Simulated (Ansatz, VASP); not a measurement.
# ZnS in VASP and in Ansatz

The input INCAR:

```
PREC = Accurate ; ENCUT = 520
EDIFF = 1E-7 ; ISMEAR = -1
SIGMA = 0.02 ; LREAL = False
LASPH = True ; NELM = 60
ALGO = Normal ; ISIF = 2
LWAVE = False ; LCHARG = True
GGA = PE ; LELF = True
LVHAR = True ; NBANDS = 26
```

Contents of KPOINTS:

```
regular mesh
0
Gamma
  12 12 4
```

File POSCAR:

```
ZnS
1.0
    3.7673963481      0.0000000000      0.0000000000
   -1.8836981740      3.2626609436      0.0000000000
    0.0000000000      0.0000000000      6.2814971707
Zn S
2 2
Direct
    0.3333333333      0.6666666667      0.0019003536
    0.6666666667      0.3333333333      0.5019003536
    0.3333333333      0.6666666667      0.3730996464
    0.6666666667      0.3333333333      0.8730996464
```

Input for Ansatz:

```yaml
crystal:
  lattice:
    - [3.7673963481, 0.0, 0.0]
    - [-1.883698174, 3.2626609436, 0.0]
    - [0.0, 0.0, 6.2814971707]
  atoms:
    - { symbol: Zn, position: [0.3333333333, 0.6666666667, 0.0019003536] }
    - { symbol: Zn, position: [0.6666666667, 0.3333333333, 0.5019003536] }
    - { symbol: S, position: [0.3333333333, 0.6666666667, 0.3730996464] }
    - { symbol: S, position: [0.6666666667, 0.3333333333, 0.8730996464] }
kpoints:
  mp_grid: { grid: [12, 12, 4] }
  band_path:
    path:
      - [0.0, 0.0, 0.0]
      - [0.5, 0.0, 0.0]
      - [0.3333333333, 0.3333333333, 0.0]
      - [0.0, 0.0, 0.5]
      - [0.5, 0.0, 0.5]
      - [0.3333333333, 0.3333333333, 0.5]
    npoints: 1
hamiltonian:
  xc: pbe
scf:
  occupations: { method: fermi_dirac, width: 0.02 }
  n_extra_bands: 5
output:
  forces: true
  stress: true
  eigenvalues: true
  write_density: true
  write_potential: true
  elf: true
  volumetric_format: npy
```

Change from the starting cell: epitaxial_xy strain -1.0%.

Alike in both runs: task single point; functional PBE; k mesh 12 × 12 × 4; occupations fermi-dirac, width 0.02 eV; no spin polarisation.

|  | VASP | Ansatz |
| --- | --- | --- |
| version | VASP 6.6.1 | Ansatz 0.2.0 |
| potentials or method | VASP PAW PBE potentials, release 64 (Zn, S) | plane waves, PAW |
| plane-wave cutoff (eV) | 520 | 420 |
| valence electrons in the cell | 36 | 36 |

```csv
,VASP,Ansatz,Ansatz less VASP
gap on the k mesh at the Fermi level (eV),2.23,2.22,-0.006
pressure (GPa),3.6,3.4,-0.19
"traceless stress, the component that is largest in VASP (GPa)",-1.02,-1.02,-0.001
```
